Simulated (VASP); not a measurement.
# Pd (P6_3/mmc) in VASP: single point with PBEsol

Aim: the single point of Pd with PBEsol.

Everything below comes from runs of VASP 6.6.1. Logs are shortened: lines on timing, memory, paths and dates and some standing lists are left out, and cuts for length are marked.

## Step 1: The cell of the first run

Symmetry: P6_3/mmc, No. 194, hexagonal system. Conventional cell: a = 2.719 Å, b = 2.719 Å, c = 4.566 Å, α = 90.00°, β = 90.00°, γ = 120.00°. Within 3.6 Å of Pd (site symmetry -6m2) lie 12 Pd at 2.72 to 2.77 Å.

## Step 2: Single point, PBEsol

The input, INCAR:

```
  PREC = Accurate
  ENCUT = 500
  EDIFF = 1E-6
  ISMEAR = 0
  SIGMA = 0.1
  LREAL = F
  LASPH = T
  NELM = 120
  ALGO = Normal
  ISIF = 2
  LWAVE = F
  LCHARG = F
  GGA = PS
  NBANDS = 17
  GGA_COMPAT = F
```

The input, KPOINTS:

```
Automatic mesh
0
Gamma
  6 6 4
```

The input, POSCAR:

```
Pd
1.0
    2.7190546194      0.0000000000      0.0000000000
   -1.3595273097      2.3547703747      0.0000000000
    0.0000000000      0.0000000000      4.5657734185
Pd
2
Direct
    0.3333333333      0.6666666667      0.2500000000
    0.6666666667      0.3333333333      0.7500000000
```

Potentials or basis: VASP PAW PBE potentials, release 64 (Pd).

The run is started by

```console
> cat potpaw_PBE.64/Pd/POTCAR > POTCAR
> mpirun -np 1 vasp_std > vasp.out
```

OUTCAR:

```text
PREC = Accurate
   ENCUT = 500
   EDIFF = 1E-6
   ISMEAR = 0
   LREAL = F
   LASPH = T
   NELM = 120
   ISIF = 2
   GGA = PS

 ion  position               nearest neighbor table
   1  0.333  0.667  0.250-   2 2.77   2 2.77   2 2.77   2 2.77   2 2.77   2 2.77
   2  0.667  0.333  0.750-   1 2.77   1 2.77   1 2.77   1 2.77   1 2.77   1 2.77

  LATTYP: Found a hexagonal cell.
 ALAT       =     2.7190546194
 C/A-ratio  =     1.6791767940

  Lattice vectors:

 A1 = (   2.7190546194,   0.0000000000,   0.0000000000)
 A2 = (  -1.3595273097,   2.3547703747,   0.0000000000)
 A3 = (   0.0000000000,   0.0000000000,   4.5657734185)

Analysis of symmetry for initial positions (statically):
=====================================================================
 Subroutine PRICEL returns:
 Original cell was already a primitive cell.

 Routine SETGRP: Setting up the symmetry group for a
 hexagonal supercell.

 Subroutine GETGRP returns: Found 24 space group operations
 (whereof 12 operations were pure point group operations)
 out of a pool of 24 trial point group operations.

The static configuration has the point symmetry D_3d.
 The point group associated with its full space group is D_6h.

Analysis of symmetry for dynamics (positions and initial velocities):
=====================================================================
 Subroutine PRICEL returns:
 Original cell was already a primitive cell.

 Routine SETGRP: Setting up the symmetry group for a
 hexagonal supercell.

 Subroutine GETGRP returns: Found 24 space group operations
 (whereof 12 operations were pure point group operations)
 out of a pool of 24 trial point group operations.

The dynamic configuration has the point symmetry D_3d.
 The point group associated with its full space group is D_6h.

 Subroutine INISYM returns: Found 24 space group operations
 (whereof 12 operations are pure point group operations),
 and found     1 'primitive' translations

----------------------------------------------------------------------------------------

                                     Primitive cell

  volume of cell :      29.2335

  direct lattice vectors                    reciprocal lattice vectors
     2.719054619  0.000000000  0.000000000     0.367774885  0.212334929  0.000000000
    -1.359527310  2.354770375  0.000000000     0.000000000  0.424669858  0.000000000
     0.000000000  0.000000000  4.565773419     0.000000000  0.000000000  0.219020943

  length of vectors
[... 78 lines left out ...]
   EDIFF  = 0.1E-05   stopping-criterion for ELM
   LREAL  =      F    real-space projection
   EDIFFG = 0.1E-04   stopping-criterion for IOM
   NSW    =      0    number of steps for IOM
   IBRION =     -1    ionic relax: 0-MD 1-quasi-New 2-CG
   NFREE  =      0    steps in history (QN), initial steepest desc. (CG)
   ISIF   =      2    stress and relaxation
   ISYM   =      2    0-nonsym 1-usesym 2-fastsym
   POTIM  = 0.5000    time-step for ionic-motion
   TEBEG  =    0.0;   TEEND  =   0.0 temperature during run
   PSTRESS=    0.0 pullay stress
   NELECT =      20.0000    total number of electrons
   NUPDOWN=      -1.0000    fix difference up-down
   EMIN   =  10.00;   EMAX   =-10.00  energy-range for DOS
   EFERMI =   0.00;   METHOD = LEGACY
   ISMEAR =     0;   SIGMA  =   0.10  broadening in eV -4-tet -1-fermi 0-gaus
   EFERMI_NEDOS =   21; number of points for ismear=-14 and -15
   IALGO  =     38    algorithm
   IMIX   =      4    mixing-type and parameters
     AMIX     =   0.40;   BMIX     =  1.00
     AMIX_MAG =   1.60;   BMIX_MAG =  1.00
  volume/ion in A,a.u.               =      14.62        98.64
  Fermi-wavevector in a.u.,A,eV,Ry     =   1.442529  2.725984 28.312225  2.080890
  Thomas-Fermi vector in A             =   2.561039
   LORBIT       =      0    0 simple, 1 ext, 2 COOP (PROOUT), +10 PAW based schemes
   GGA     = PS    functional components
   LHFCALC =     F    Hartree Fock is set to
   AEXX    =    0.0000 exact exchange contribution
   IVDW    =     0    specifies the selected vdW correction
   LEPSILON=     F    determine dielectric tensor
   LRPA    =     F    only Hartree local field effects (RPA)
 non-spin polarized calculation
 Gauss-broadening in eV      SIGMA  =   0.10
  energy-cutoff  :      500.00
  volume of cell :       29.23
 maximum number of plane-waves:       768
 NGX is ok and might be reduce to    20
   NGX =  9   NGY =  9   NGZ = 17

 number of electron      19.9999998 magnetization

 Free energy of the ion-electron system (eV)
  ---------------------------------------------------
  ext. energy  EPLUGINS =         0.00000000
  ---------------------------------------------------
  free energy    TOTEN  =       -11.89228150 eV

  energy without entropy =      -11.86597915  energy(sigma->0) =      -11.87913032

 E-fermi :   9.7515     XC(G=0): -13.4394

 val. band max:        9.7292895240   @ k =   0.1667   0.1667   0.2500
 cond. band min:       9.7548763639   @ k =   0.3333  -0.0000   0.0000
 fundamental gap:      0.0255868399
 Fermi energy:         9.7514888668

 k-point     1 :       0.0000    0.0000    0.0000
  band No.  band energies     occupation
      1       2.4638      2.00000
      2       4.3330      2.00000
      3       6.6978      2.00000
      4       6.9380      2.00000
      5       6.9380      2.00000
      6       7.2887      2.00000
[... 397 lines left out ...]
      4       6.0270      2.00000
      5       6.8565      2.00000
      6       6.8565      2.00000
[... 9 lines left out ...]
     16      19.2847      0.00000
     17      29.4972      0.00000

------------------------ aborting loop because EDIFF is reached ----------------------------------------

  FORCE on cell =-STRESS in cart. coord.  units (eV):
  Direction    XX          YY          ZZ          XY          YZ          ZX
  --------------------------------------------------------------------------------------
  -------------------------------------------------------------------------------------
  Total       -0.2479684     -0.2479684     -0.0203977     -0.0000000      0.0000000     -0.0000000
  in kB      -13.5902075    -13.5902075     -1.1179191     -0.0000000      0.0000000     -0.0000000
  external PRESSURE =      -9.4327781 kB  Pullay stress =       0.0000000 kB

 VOLUME and BASIS-vectors are now :
 -----------------------------------------------------------------------------
  energy-cutoff  :      500.00
  volume of cell :       29.23
      direct lattice vectors                 reciprocal lattice vectors
     2.719054619  0.000000000  0.000000000     0.367774885  0.212334929  0.000000000
    -1.359527310  2.354770375  0.000000000     0.000000000  0.424669858  0.000000000
     0.000000000  0.000000000  4.565773419     0.000000000  0.000000000  0.219020943

 POSITION                                       TOTAL-FORCE (eV/Angst)
 -----------------------------------------------------------------------------------
     -0.00000      1.56985      1.14144         0.000000      0.000000      0.000000
      1.35953      0.78492      3.42433        -0.000000     -0.000000      0.000000
 -----------------------------------------------------------------------------------
    total drift:                               -0.000000      0.000000     -0.000000

  FREE ENERGIE OF THE ION-ELECTRON SYSTEM (eV)
  ---------------------------------------------------
  free  energy   TOTEN  =       -11.8922814976 eV

  energy  without entropy=      -11.8659791502  energy(sigma->0) =      -11.87913032
```

OSZICAR:

```text
N       E                     dE             d eps       ncg     rms          rms(c)
DAV:   1     0.108272363471E+03    0.10827E+03   -0.10366E+04   714   0.113E+03
DAV:   2    -0.108513653906E+02   -0.11912E+03   -0.11260E+03   734   0.254E+02
DAV:   3    -0.126660924009E+02   -0.18147E+01   -0.17994E+01   842   0.354E+01
DAV:   4    -0.126770866109E+02   -0.10994E-01   -0.10993E-01   856   0.260E+00
DAV:   5    -0.126772466472E+02   -0.16004E-03   -0.16003E-03   851   0.334E-01    0.121E+01
DAV:   6    -0.119319487837E+02    0.74530E+00   -0.15298E+00   763   0.130E+01    0.538E+00
DAV:   7    -0.119007098352E+02    0.31239E-01   -0.22573E-02   850   0.143E+00    0.261E+00
DAV:   8    -0.118923360589E+02    0.83738E-02   -0.27348E-03   758   0.415E-01    0.170E-01
DAV:   9    -0.118922775414E+02    0.58518E-04   -0.81824E-05   818   0.948E-02    0.594E-02
DAV:  10    -0.118922804996E+02   -0.29582E-05   -0.50120E-06   848   0.172E-02    0.740E-03
DAV:  11    -0.118922815058E+02   -0.10062E-05   -0.27741E-07   462   0.439E-03    0.133E-03
DAV:  12    -0.118922814976E+02    0.82434E-08   -0.33167E-08   395   0.162E-03
   1 F= -.11892281E+02 E0= -.11879130E+02  d E =-.263023E-01
```

Wall time 18 s (1 thread of Intel Xeon 8259CL, shared host); peak memory 0.14 GiB.

Results:

- Free energy: -11.8923 eV
- Pressure: -0.9 GPa
- Band gap on the k mesh: zero (band 10 reaches 9.98 eV, above the bottom of band 11 at 9.05 eV)

Stress tensor (GPa, compression positive):
```
-1.36  0.00  0.00
 0.00 -1.36  0.00
 0.00  0.00 -0.11
```

Caveat: the k points lie up to 0.44 Å⁻¹ apart; the PAW data sets were made with another functional, which shifts forces and pressure a little.
